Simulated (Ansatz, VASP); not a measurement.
One calculation of CdSe, two programs

Contents of INCAR:

```
PREC = Accurate
ENCUT = 520
EDIFF = 1E-6
ISMEAR = 0
SIGMA = 0.01
LREAL = False
LASPH = True
NELM = 100
ALGO = Normal
ISIF = 2
LWAVE = False
LCHARG = False
GGA = RP
NBANDS = 16
```

Contents of KPOINTS:

```
regular mesh
0
Gamma
  6 6 6
```

POSCAR

```
CdSe
1.0
    0.0000000000      3.0702712000      3.0702712000
    3.0702712000      0.0000000000      3.0702712000
    3.0702712000      3.0702712000      0.0000000000
Cd Se
1 1
Direct
    0.0000000000      0.0000000000      0.0000000000
    0.7500000000      0.7500000000      0.7500000000
```

Input for Ansatz:

```yaml
crystal:
  lattice:
    - [0.0, 3.0702712, 3.0702712]
    - [3.0702712, 0.0, 3.0702712]
    - [3.0702712, 3.0702712, 0.0]
  atoms:
    - { symbol: Cd, position: [0.0, 0.0, 0.0] }
    - { symbol: Se, position: [0.75, 0.75, 0.75] }
basis:
  ecutwfc: 476.19925930478996
kpoints:
  mp_grid:
    grid: [6, 6, 6]
hamiltonian:
  xc: rpbe
scf:
  convergence:
    dr2_threshold: 1.0e-10
  occupations:
    method: fixed
output:
  forces: true
  stress: true
```

Alike in both runs: task single point; functional RPBE; k mesh 6 × 6 × 6; no spin polarisation.

|  | VASP | Ansatz |
| --- | --- | --- |
| version | VASP 6.6.1 | Ansatz 0.2.0 |
| potentials or method | VASP PAW PBE potentials, release 64 (Cd, Se), cutoff 520 eV | plane waves, PAW |
| occupations | gaussian, width 0.01 eV | fixed |
| valence electrons in the cell | 18 | 36 |

```tsv
	VASP	Ansatz	Ansatz less VASP
pressure (GPa)	3.5	3.2	-0.29
```

VASP's potentials were made for PBE, not for RPBE. VASP's potentials hold 18 valence electrons a cell and Ansatz's 36, so a difference there can come from the potentials and not from the codes.
